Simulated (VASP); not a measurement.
## Si: single point with PBEsol

The system is Si.

```xyz
4
Lattice="3.9079 0.0000 0.0000 -1.9540 3.2517 0.0000 0.0000 0.0000 6.3326" Properties=species:S:1:pos:R:3 pbc="T T T"
Si    0.0000    2.1678    0.3990
Si    1.9540    1.0839    3.5653
Si    0.0000    2.1678    2.7673
Si    1.9540    1.0839    5.9336
```

This cell differs from its parent crystal: strain +0.0200 x Voigt [1, -1, 0, 0, 0, 0].

```
Program                : VASP 6.6.1
Task                   : single point
Functional             : PBEsol
Potentials or basis    : VASP PAW PBE potentials, release 64 (Si)
Cutoff                 : 520 eV
k mesh                 : 12 × 12 × 6
Occupations            : gaussian, width 0.03 eV
Spin                   : no spin polarisation
Dipole correction      : no
Further INCAR settings : ALGO = Normal; EDIFF = 1e-06; NBANDS = 16
```

```
Pressure               : -0.2 GPa
Largest force          : 0.350 eV/Å
Band gap on the k mesh : zero (bands 8 and 9 overlap by 0.03 eV)
```

Forces on the atoms (eV/Å):
```
Si   0.000 -0.350  0.009
Si   0.000  0.350  0.009
Si   0.000 -0.350 -0.009
Si   0.000  0.350 -0.009
```

Stress tensor (GPa, compression positive):
```
-3.66  0.00  0.00
 0.00  3.31  0.00
 0.00  0.00 -0.27
```

Levels at points of the mesh, in eV from the Fermi level:
```csv
k point,band 4,band 5,band 6,band 7,band 8,band 9,band 10,band 11,band 12,band 13
"(0.00, 0.00, 0.00)",-1.66,-1.51,-0.41,-0.11,0.01,0.83,1.69,2.18,2.23,3.29
"(0.50, 0.00, 0.00)",-6.01,-4.81,-3.14,-2.96,-1.38,0.38,2.38,2.85,3.11,4.23
"(0.00, 0.50, 0.00)",-6.13,-4.70,-3.37,-3.11,-1.72,-0.01,1.89,2.77,2.79,4.50
"(0.00, 0.00, 0.50)",-4.32,-1.06,-1.06,-0.91,-0.91,1.62,1.62,2.65,2.65,3.16
"(0.50, 0.00, 0.50)",-7.33,-2.57,-2.57,-2.35,-2.35,0.87,0.87,1.52,1.52,5.61
"(0.00, 0.50, 0.50)",-7.38,-2.73,-2.73,-2.48,-2.48,0.53,0.53,1.52,1.52,5.33
```

Wall time 110 s on 1 thread of Intel(R) Xeon(R) 6975P-C (Granite Rapids), with other jobs on the host, peak memory 0.29 GiB.

Caveat: the cell differs from its parent crystal (strain +0.0200 x Voigt [1, -1, 0, 0, 0, 0]); the stress differs along the axes, from -4 to 3 GPa; semilocal functionals underestimate gaps, and a narrow one can read as zero; the PAW data sets were made with another functional, which shifts forces and pressure a little.
